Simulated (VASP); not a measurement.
Runs of VASP 6.6.1 on LiH (zincblende type). The structure is that of space group F-43m (No. 216), or close to it. The cells are those of the table. 

```tsv
task	level	potentials or basis	cell	smearing	gap on the mesh (eV)
single point	PBE	VASP PAW PBE potentials, release 64 (Li_sv, H)	a = 3.033 Å, angles 60.0°, 2 atoms	fermi-dirac 0.05 eV	4.33
electric field gradients	LDA	VASP PAW LDA potentials, release 64 (Li_sv, H)	a = 3.053 Å, angles 60.0°, 2 atoms	methfessel-paxton 0.005 eV	4.04
electric field gradients	PBE	VASP PAW PBE potentials, release 64 (Li_sv, H)	a = 3.033 Å, angles 60.0°, 2 atoms	fermi-dirac 0.05 eV	4.33
single point	PBE	VASP PAW PBE potentials, release 64 (Li_sv, H)	a = 2.992 Å, angles 60.0°, 2 atoms	fermi-dirac 0.05 eV	(a)
```

Alike in all rows: no spin polarisation; k mesh 13 × 13 × 13; cutoff (eV) 520.

Problem. Fill in the values left out.

Solution. (a) 4.39.

Caveats: an odd mesh through Γ misses points on the zone boundary, where band edges can lie.
